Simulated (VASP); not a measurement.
# MoS2 (P6_3/mmc) in VASP: single point with HSE06

Aim: the single point of MoS2 with HSE06.

Program: VASP 6.6.1. These are calculated values, not measurements. Logs are shortened: lines on timing, memory, paths and dates and some standing lists are left out, and cuts for length are marked.

### 1 The cell of the first run

The structure is hexagonal, space group P6_3/mmc (No. 194). The conventional cell has a = 3.141 Å, b = 3.141 Å, c = 12.591 Å, α = 90.00°, β = 90.00°, γ = 120.00°. Mo (site symmetry -6m2) has 6 S at 2.39 Å and 6 Mo at 3.14 Å within 3.2 Å. Within 3.2 Å of S (site symmetry 3m) lie 3 Mo at 2.39 Å and 7 S at 3.12 to 3.14 Å.

### 2 Single point, HSE06

POSCAR reads:

```
MoS2
1.0
    3.1414773489      0.0000000028      0.0000000000
   -1.5707386769      2.7205991881      0.0000000000
    0.0000000000      0.0000000000     12.5914593221
Mo S
2 4
Direct
    0.6666666667      0.3333333333      0.2500000000
    0.3333333333      0.6666666667      0.7500000000
    0.6666666667      0.3333333333      0.6261794830
    0.3333333333      0.6666666667      0.3738205170
    0.6666666667      0.3333333333      0.8738205170
    0.3333333333      0.6666666667      0.1261794830
```

INCAR.step1 reads:

```
ALGO = Normal ; EDIFF = 1E-5
ENCUT = 520 ; GGA = PE
ISIF = 2 ; ISMEAR = 0
KPAR = 4 ; LASPH = True
LCHARG = False ; LREAL = False
LWAVE = True ; NBANDS = 35
NELM = 100 ; PREC = Accurate
SIGMA = 0.01
```

INCAR.step2 reads:

```
ALGO = Normal ; EDIFF = 1E-6
ENCUT = 520 ; GGA = PE
HFSCREEN = 0.2079 ; ISIF = 2
ISMEAR = 0 ; ISTART = 1
KPAR = 4 ; LASPH = True
LCHARG = False ; LHFCALC = True
LREAL = False ; LWAVE = False
NBANDS = 35 ; NELM = 100
PREC = Accurate ; PRECFOCK = Fast
SIGMA = 0.01
```

KPOINTS reads:

```
k-points
0
Gamma
  6 6 2
```

Potentials or basis: VASP PAW PBE potentials, release 64 (Mo_sv, S).

Launch:

```sh
cat potpaw_PBE.64/Mo_sv/POTCAR potpaw_PBE.64/S/POTCAR > POTCAR
cp INCAR.step1 INCAR
mpirun -np 4 vasp_std > vasp.out
cp INCAR.step2 INCAR
mpirun -np 4 vasp_std > vasp.out
```

OUTCAR:

```text
EDIFF = 1E-6
   ENCUT = 520
   GGA = PE
   HFSCREEN = 0.2079
   ISIF = 2
   ISMEAR = 0
   ISTART = 1
   LASPH = True
   LHFCALC = True
   LREAL = False
   NELM = 100
   PREC = Accurate
   PRECFOCK = Fast

 ion  position               nearest neighbor table
   1  0.667  0.333  0.250-   4 2.39   6 2.39   4 2.39   6 2.39   4 2.39   6 2.39
   2  0.333  0.667  0.750-   3 2.39   5 2.39   3 2.39   5 2.39   3 2.39   5 2.39
   3  0.667  0.333  0.626-   2 2.39   2 2.39   2 2.39
   4  0.333  0.667  0.374-   1 2.39   1 2.39   1 2.39
   5  0.667  0.333  0.874-   2 2.39   2 2.39   2 2.39
   6  0.333  0.667  0.126-   1 2.39   1 2.39   1 2.39

  LATTYP: Found a hexagonal cell.
 ALAT       =     3.1414773489
 C/A-ratio  =     4.0081330927

  Lattice vectors:

 A1 = (   3.1414773489,   0.0000000028,   0.0000000000)
 A2 = (  -1.5707386769,   2.7205991881,   0.0000000000)
 A3 = (   0.0000000000,   0.0000000000,  12.5914593221)

Analysis of symmetry for initial positions (statically):
=====================================================================
 Subroutine PRICEL returns:
 Original cell was already a primitive cell.

 Routine SETGRP: Setting up the symmetry group for a
 hexagonal supercell.

 Subroutine GETGRP returns: Found 24 space group operations
 (whereof 12 operations were pure point group operations)
 out of a pool of 24 trial point group operations.

The static configuration has the point symmetry D_3d.
 The point group associated with its full space group is D_6h.

Analysis of symmetry for dynamics (positions and initial velocities):
=====================================================================
 Subroutine PRICEL returns:
 Original cell was already a primitive cell.

 Routine SETGRP: Setting up the symmetry group for a
 hexagonal supercell.

 Subroutine GETGRP returns: Found 24 space group operations
 (whereof 12 operations were pure point group operations)
 out of a pool of 24 trial point group operations.

The dynamic configuration has the point symmetry D_3d.
 The point group associated with its full space group is D_6h.

 Subroutine INISYM returns: Found 24 space group operations
 (whereof 12 operations are pure point group operations),
 and found     1 'primitive' translations

----------------------------------------------------------------------------------------

                                     Primitive cell

  volume of cell :     107.6154

  direct lattice vectors                    reciprocal lattice vectors
     3.141477349  0.000000003  0.000000000     0.318321569  0.183783044  0.000000000
    -1.570738677  2.720599188  0.000000000    -0.000000000  0.367566088  0.000000000
     0.000000000  0.000000000 12.591459322     0.000000000  0.000000000  0.079418912

  length of vectors
     3.141477349  3.141477349 12.591459322     0.367566088  0.367566088  0.079418912

  position of ions in fractional coordinates (direct lattice)
     0.666666667  0.333333333  0.250000000
     0.333333333  0.666666667  0.750000000
     0.666666667  0.333333333  0.626179483
     0.333333333  0.666666667  0.373820517
     0.666666667  0.333333333  0.873820517
     0.333333333  0.666666667  0.126179483

  ion indices of the primitive-cell ions
   primitive index   ion index
                 1           1
                 2           2
                 3           3
                 4           4
                 5           5
                 6           6

----------------------------------------------------------------------------------------

 KPOINTS: k-points

Automatic generation of k-mesh.
 Grid dimensions read from file:
 generate k-points for:    6    6    2

 Generating k-lattice:

  Cartesian coordinates                     Fractional coordinates (reciprocal lattice)
     0.053053595  0.030630507  0.000000000     0.166666667 -0.000000000  0.000000000
    -0.000000000  0.061261015  0.000000000     0.000000000  0.166666667  0.000000000
     0.000000000  0.000000000  0.039709456     0.000000000  0.000000000  0.500000000

  Length of vectors
     0.061261015  0.061261015  0.039709456

  Shift w.r.t. Gamma in fractional coordinates (k-lattice)
     0.000000000  0.000000000  0.000000000

 Subroutine IBZKPT returns following result:
 ===========================================

 Found     14 irreducible k-points:

 Following reciprocal coordinates:
            Coordinates               Weight
  0.000000  0.000000  0.000000      1.000000
  0.166667  0.000000  0.000000      6.000000
  0.333333  0.000000  0.000000      6.000000
  0.500000  0.000000  0.000000      3.000000
  0.166667  0.166667  0.000000      6.000000
  0.333333  0.166667  0.000000     12.000000
  0.333333  0.333333  0.000000      2.000000
  0.000000  0.000000  0.500000      1.000000
  0.166667  0.000000  0.500000      6.000000
  0.333333  0.000000  0.500000      6.000000
  0.500000  0.000000  0.500000      3.000000
  0.166667  0.166667  0.500000      6.000000
  0.333333  0.166667  0.500000     12.000000
  0.333333  0.333333  0.500000      2.000000
   k-points           NKPTS =     14   k-points in BZ     NKDIM =     72   number of bands    NBANDS=     35
   number of dos      NEDOS =    301   number of ions     NIONS =      6
   total plane-waves  NPLWV =  55296
   dimension x,y,z NGX =    24 NGY =   24 NGZ =   96
   dimension x,y,z NGXF=    48 NGYF=   48 NGZF=  192
   ions per type =               2   4
   NGX,Y,Z   is equivalent  to a cutoff of  12.70, 12.70, 12.67 a.u.
   NGXF,Y,Z  is equivalent  to a cutoff of  25.40, 25.40, 25.35 a.u.
 SYSTEM =  unknown system
   PREC   = accura    normal or accurate (medium, high low for compatibility)
   ISTART =      1    job   : 0-new  1-cont  2-samecut
   ICHARG =      0    charge: 1-file 2-atom 10-const
   ISPIN  =      1    spin polarized calculation?
   LNONCOLLINEAR =      F non collinear calculations
   LSORBIT =      F    spin-orbit coupling
   LASPH  =      T    aspherical Exc in radial PAW
   ENCUT  =  520.0 eV  38.22 Ry    6.18 a.u.   5.84  5.84 23.41*2*pi/ulx,y,z
   NELM   =    100;   NELMIN=  2; NELMDL=  0     # of ELM steps
   EDIFF  = 0.1E-05   stopping-criterion for ELM
   LREAL  =      F    real-space projection
   EDIFFG = 0.1E-04   stopping-criterion for IOM
   NSW    =      0    number of steps for IOM
   IBRION =     -1    ionic relax: 0-MD 1-quasi-New 2-CG
   NFREE  =      0    steps in history (QN), initial steepest desc. (CG)
   ISIF   =      2    stress and relaxation
   ISYM   =      3    0-nonsym 1-usesym 2-fastsym
   POTIM  = 0.5000    time-step for ionic-motion
   TEBEG  =    0.0;   TEEND  =   0.0 temperature during run
   PSTRESS=    0.0 pullay stress
   NELECT =      52.0000    total number of electrons
   NUPDOWN=      -1.0000    fix difference up-down
   EMIN   =  10.00;   EMAX   =-10.00  energy-range for DOS
   EFERMI =   0.00;   METHOD = LEGACY
   ISMEAR =     0;   SIGMA  =   0.01  broadening in eV -4-tet -1-fermi 0-gaus
   EFERMI_NEDOS =   21; number of points for ismear=-14 and -15
   IALGO  =     38    algorithm
   IMIX   =      1    mixing-type and parameters
     AMIX     =   0.40;   BMIX     =  1.00
     AMIX_MAG =   1.60;   BMIX_MAG =  1.00
  volume/ion in A,a.u.               =      17.94       121.04
  Fermi-wavevector in a.u.,A,eV,Ry     =   1.284649  2.427634 22.454002  1.650323
  Thomas-Fermi vector in A             =   2.416830
   LORBIT       =      0    0 simple, 1 ext, 2 COOP (PROOUT), +10 PAW based schemes
   GGA     = PE    functional components
   LHFCALC =     T    Hartree Fock is set to
   PRECFOCK=fast      Normal, Fast or Accurate (Low or Medium for compatibility)
   ENCUT4O =  -1.0   cutoff for four orbital integrals eV
   NKREDX  =     1    reduce k-point grid by
   NKREDY  =     1    reduce k-point grid by
   NKREDZ  =     1    reduce k-point grid by
   AEXX    =    0.2500 exact exchange contribution
   HFSCREEN=    0.2079 screening length (either q_TF or 0.3 A-1)
   HFSCREENC=   0.2079 screening length for correlation (either q_TF or 0.3 A-1)
   ENCUTFOCK=  -1.0 apply spherical cutoff to Coloumb kernel
   IVDW    =     0    specifies the selected vdW correction
   LEPSILON=     F    determine dielectric tensor
   LRPA    =     F    only Hartree local field effects (RPA)
 non-spin polarized calculation
 Gauss-broadening in eV      SIGMA  =   0.01
  energy-cutoff  :      520.00
  volume of cell :      107.62
 maximum number of plane-waves:      2922
 NGX is ok and might be reduce to    24
  NGX = 14; NGY = 14; NGZ = 56

 number of electron      52.0000003 magnetization

 Free energy of the ion-electron system (eV)
  ---------------------------------------------------
  ext. energy  EPLUGINS =         0.00000000
  ---------------------------------------------------
  free energy    TOTEN  =       -52.31463713 eV

  energy without entropy =      -52.31463713  energy(sigma->0) =      -52.31463713

 E-fermi :   7.1370     XC(G=0):  -8.8602

 val. band max:        6.9227675243   @ k =   0.0000   0.0000   0.0000
 cond. band min:       8.5391181960   @ k =   0.1667   0.1667   0.0000
 fundamental gap:      1.6163506717
 Fermi energy:         7.1369916315

 k-point     1 :       0.0000    0.0000    0.0000
  band No.  band energies     occupation
      1     -58.4715      2.00000
      2     -58.4715      2.00000
      3     -31.2294      2.00000
      4     -31.2293      2.00000
      5     -30.9323      2.00000
      6     -30.9323      2.00000
[... 27 lines left out ...]
     34      10.2932      0.00000
     35      13.6009      0.00000

 k-point     2 :       0.1667    0.0000    0.0000
  band No.  band energies     occupation
      1     -58.4583      2.00000
      2     -58.4583      2.00000
      3     -31.2036      2.00000
      4     -31.2035      2.00000
      5     -31.0637      2.00000
      6     -31.0637      2.00000
[... 27 lines left out ...]
     34      10.7197      0.00000
     35      15.1890      0.00000
[... 416 lines left out ...]
     34      11.9068      0.00000
     35      14.5811      0.00000

 k-point    14 :       0.3333    0.3333    0.5000
  band No.  band energies     occupation
      1     -58.4117      2.00000
      2     -58.4117      2.00000
      3     -31.3079      2.00000
      4     -31.3079      2.00000
      5     -31.2681      2.00000
      6     -31.2681      2.00000
[... 27 lines left out ...]
     34      12.4176      0.00000
     35      14.6634      0.00000

------------------------ aborting loop because EDIFF is reached ----------------------------------------

  FORCE on cell =-STRESS in cart. coord.  units (eV):
  Direction    XX          YY          ZZ          XY          YZ          ZX
  --------------------------------------------------------------------------------------
  -------------------------------------------------------------------------------------
  Total        0.2150316      0.2150316     -0.5704604     -0.0000000      0.0000000      0.0000000
  in kB        3.2013882      3.2013882     -8.4930073     -0.0000000      0.0000000      0.0000000
  external PRESSURE =      -0.6967436 kB  Pullay stress =       0.0000000 kB

 VOLUME and BASIS-vectors are now :
 -----------------------------------------------------------------------------
  energy-cutoff  :      520.00
  volume of cell :      107.62
      direct lattice vectors                 reciprocal lattice vectors
     3.141477349  0.000000003  0.000000000     0.318321569  0.183783044  0.000000000
    -1.570738677  2.720599188  0.000000000    -0.000000000  0.367566088  0.000000000
     0.000000000  0.000000000 12.591459322     0.000000000  0.000000000  0.079418912

 POSITION                                       TOTAL-FORCE (eV/Angst)
 -----------------------------------------------------------------------------------
      1.57074      0.90687      3.14786         0.000000     -0.000000      0.000000
     -0.00000      1.81373      9.44359        -0.000000      0.000000      0.000000
      1.57074      0.90687      7.88451        -0.000000     -0.000000      0.281859
     -0.00000      1.81373      4.70695        -0.000000      0.000000     -0.281859
      1.57074      0.90687     11.00268        -0.000000     -0.000000     -0.281859
     -0.00000      1.81373      1.58878         0.000000     -0.000000      0.281859
 -----------------------------------------------------------------------------------
    total drift:                               -0.000000      0.000000      0.000001

  FREE ENERGIE OF THE ION-ELECTRON SYSTEM (eV)
  ---------------------------------------------------
  free  energy   TOTEN  =       -52.3146371338 eV

  energy  without entropy=      -52.3146371338  energy(sigma->0) =      -52.31463713
```

Run time: 32 min. Hardware: 4 MPI ranks of Intel Xeon Platinum 8488C (Sapphire Rapids), shared host; peak memory 0.36 GiB.

Results:

```
Free energy            : -52.3146 eV
Pressure               : -0.1 GPa
Largest force          : 0.282 eV/Å
Band gap on the k mesh : 1.62 eV (least direct gap 2.22 eV)
```

Forces in eV/Å, atoms in the order of the input:
```
Mo   0.000  0.000  0.000
Mo   0.000  0.000  0.000
S    0.000  0.000  0.282
S    0.000  0.000 -0.282
S    0.000  0.000 -0.282
S    0.000  0.000  0.282
```

Levels at points of the mesh, in eV from the valence-band top:
| k point | band 22 | band 23 | band 24 | band 25 | band 26 | band 27 | band 28 | band 29 | band 30 | band 31 |
| --- | --- | --- | --- | --- | --- | --- | --- | --- | --- | --- |
| (0.00, 0.00, 0.00) | -2.20 | -2.20 | -1.57 | -1.17 | 0.00 | 3.04 | 3.04 | 3.06 | 3.06 | 3.22 |
| (0.50, 0.00, 0.00) | -2.81 | -1.77 | -1.61 | -1.46 | -1.36 | 2.47 | 2.51 | 2.92 | 3.18 | 3.92 |
| (0.00, 0.00, 0.50) | -2.22 | -2.22 | -2.22 | -0.33 | -0.33 | 3.04 | 3.04 | 3.04 | 3.04 | 3.30 |
| (0.50, 0.00, 0.50) | -2.92 | -1.69 | -1.69 | -1.40 | -1.40 | 2.49 | 2.49 | 3.06 | 3.06 | 4.26 |

Caveat: the PAW data sets were made with another functional, which shifts forces and pressure a little; this functional lacks dispersion, which binds layers or chains, so the pressure and a relaxed spacing across them are unreliable.
